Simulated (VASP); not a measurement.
Wanted: the native input for a VASP 6.6.1 run.

```
Task                   : single point
Functional             : PBE
Potentials or basis    : VASP PAW PBE potentials, release 64 (Cu, O)
Cutoff                 : 520 eV
k mesh                 : 8 × 8 × 6
Occupations            : fermi-dirac, width 0.05 eV
Spin                   : no spin polarisation
Dipole correction      : no
Further INCAR settings : ALGO = Normal; EDIFF = 1e-06; NBANDS = 25
```

The structure of CuO lies in POSCAR:

```
CuO
1.0
    2.7837742010      0.0000000000      0.0000000000
    0.0000000000      2.7837742010      0.0000000000
    0.0000000000      0.0000000000      5.1394099216
Cu O
2 2
Direct
    0.0000000000      0.5000000000      0.0000000000
    0.5000000000      0.0000000000      0.5000000000
    0.0000000000      0.0000000000      0.2500000000
    0.0000000000      0.0000000000      0.7500000000
```

One way to write it, as run:

INCAR

```
SYSTEM = CuO
ALGO = Normal ; EDIFF = 1E-6
ENCUT = 520 ; GGA = PE
ISIF = 2 ; ISMEAR = -1
LASPH = .TRUE. ; LCHARG = .FALSE.
LREAL = .FALSE. ; LWAVE = .FALSE.
NBANDS = 25 ; NELM = 60
PREC = Accurate ; SIGMA = 0.05
```

KPOINTS

```
k-points
0
G
  8 8 6
  0 0 0
```

Potentials or basis: VASP PAW PBE potentials, release 64 (Cu, O).

The run is started by

```bash
$ cat potpaw_PBE.64/Cu/POTCAR potpaw_PBE.64/O/POTCAR > POTCAR
$ mpirun -np 1 vasp_std > vasp.out
```

It gave:

```json
{
 "Pressure": "21.0 GPa",
 "Band gap on the k mesh": "zero (band 17 reaches 6.95 eV, above the bottom of band 18 at 5.76 eV)"
}
```

Caveat: semilocal functionals often make such compounds metallic where correlation or magnetic order opens a gap, which also shifts bond lengths.

It took 39 s on 1 thread of Intel(R) Xeon(R) Platinum 8559C (Emerald Rapids) (shared host), peak memory 0.18 GiB.
